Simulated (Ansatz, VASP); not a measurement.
**Two plane-wave programs on WC**

The input INCAR:

```
SYSTEM = WC
PREC = Accurate
ENCUT = 520
EDIFF = 1E-6
ISMEAR = 0
SIGMA = 0.15
LREAL = .False.
LASPH = .True.
NELM = 100
ALGO = Normal
ISIF = 2
LWAVE = .False.
LCHARG = .True.
GGA = PS
LELF = .True.
LVHAR = .True.
NBANDS = 16
```

KPOINTS

```
regular mesh
0
Gamma
  6 6 6
  0 0 0
```

POSCAR

```
WC
1.0
    2.9005014360      0.0000000000      0.0000000000
   -1.4502507180      2.5119079273      0.0000000000
    0.0000000000      0.0000000000      2.8290000000
W C
1 1
Direct
    0.0000000000      0.0000000000     -0.0530222694
    0.6666666667      0.3333333333      0.5000000000
```

Input for Ansatz:

```yaml
crystal:
  lattice:
    - [2.900501436, 0.0, 0.0]
    - [-1.450250718, 2.5119079273, 0.0]
    - [0.0, 0.0, 2.829]
  atoms:
    - { symbol: W, position: [0.0, 0.0, -0.0530222694] }
    - { symbol: C, position: [0.6666666667, 0.3333333333, 0.5] }
basis:
  ecutwfc: 420
kpoints:
  mp_grid: { grid: [6, 6, 6] }
hamiltonian:
  xc: pbesol
scf:
  occupations: { method: gaussian, width: 0.15 }
output:
  forces: true
  stress: true
  eigenvalues: true
```

Change from the starting cell: all W atoms moved -0.150 Å, as atom 1 along Cartesian [0 0 1].

Alike in both runs: task single point; functional PBEsol; k mesh 6 × 6 × 6; occupations gaussian, width 0.15 eV; no spin polarisation.

|  | VASP | Ansatz |
| --- | --- | --- |
| version | VASP 6.6.1 | Ansatz 0.2.0 |
| potentials or method | VASP PAW PBE potentials, release 64 (W_sv, C), cutoff 520 eV | scalar-relativistic, plane waves, PAW |
| valence electrons in the cell | 18 | 18 |

|  | VASP | Ansatz | Ansatz less VASP |
| --- | --- | --- | --- |
| gap on the k mesh at the Fermi level (eV) | none | none | - |
| pressure (GPa) | 5.6 | 4.3 | -1.34 |
| traceless stress, the component that is largest in VASP (GPa) | 0.60 | 0.41 | -0.192 |
| rms of the force components (eV/Å) | 1.268 | 1.253 | -0.0142 |

VASP's potentials were made for PBE, not for PBEsol. Atom by atom the forces differ by 0.014 eV/Å (rms over components). A gap of «none» marks a metal or a gap that the smearing closes.

The k mesh is coarse, so the values compare programs but aren't converged. Neither program's run includes spin-orbit coupling.
